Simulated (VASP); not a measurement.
Crystal: NbAs.

```
Nb As
1.0
     0.00000    2.87236    2.87236
     2.87236    0.00000    2.87236
     2.87236    2.87236    0.00000
Nb As
1 1
Direct
  0.00000 0.00000 0.00000
  0.25000 0.25000 0.25000
```

Base run:

| Property | Result |
| --- | --- |
| Program | VASP 6.6.1 |
| Functional | PBEsol |
| Potentials or basis | VASP PAW PBE potentials, release 64 (Nb_sv, As) |
| Cutoff | 520 eV |
| k mesh | 12 × 12 × 12 |
| Occupations | gaussian, width 0.1 eV |
| Spin | collinear spin, ferrimagnetic start |
| Starting moments | [0.53, -0.01] μB |
| Fixed moment | 0.75 μB |

Its results: pressure 1.1 GPa; site moments Nb +0.58; As -0.01 μB.

**Question.** The run is repeated on the same cell with these changes: fixed moment from 0.75 μB to 0.5 μB; moments at the start from [0.53, -0.01] to [0.36, -0.01]. What comes out?

**Answer.** Pressure 0.6 GPa; site moments Nb +0.39; As -0.01 μB.

Caveats: the PAW data sets were made with another functional, which shifts forces and pressure a little; the total moment is fixed, so each spin has its own Fermi level.
